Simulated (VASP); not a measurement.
MnH3, 4 atoms in the cell. Symmetry: Pm-3m, No. 221, cubic system. Conventional cell: a = 2.684 Å, b = 2.684 Å, c = 2.684 Å, α = 90.00°, β = 90.00°, γ = 90.00°. Mn (site symmetry m-3m) has 12 H at 1.90 Å within 2.5 Å. H (site symmetry 4/mmm) has 4 Mn at 1.90 Å and 8 H at 1.90 Å within 2.5 Å. The cell was built from a structure type or drawn by symmetry, and may not be a known phase.

```yaml
Program: VASP 6.6.1
Task: single point
Functional: PBE
Potentials_or_basis: VASP PAW PBE potentials, release 64 (Mn_pv, H)
Cutoff: 520 eV
k_mesh: 18 × 18 × 18
Occupations: gaussian, width 0.1 eV
Spin: collinear spin, ferromagnetic start
Starting_moments: "[1.68, 0.0, 0.0, 0.0] μB"
Dipole_correction: no
Further_INCAR_settings: ALGO = Normal; EDIFF = 1e-07; NBANDS = 20
```

Potentials or basis: VASP PAW PBE potentials, release 64 (Mn_pv, H).

The run is started by

```console
$ cat potpaw_PBE.64/Mn_pv/POTCAR potpaw_PBE.64/H/POTCAR > POTCAR
$ mpirun -np 1 vasp_std > vasp.out
```

Hardware: 1 thread of Intel(R) Xeon(R) Platinum 8488C (Sapphire Rapids), on a shared host.

Task: How long does it take, and how much memory?

Result: Run time: 79 s on 1 thread of Intel(R) Xeon(R) Platinum 8488C (Sapphire Rapids), with other jobs on the host, peak memory 0.23 GiB. Counts: scf iterations 16, k points 220.
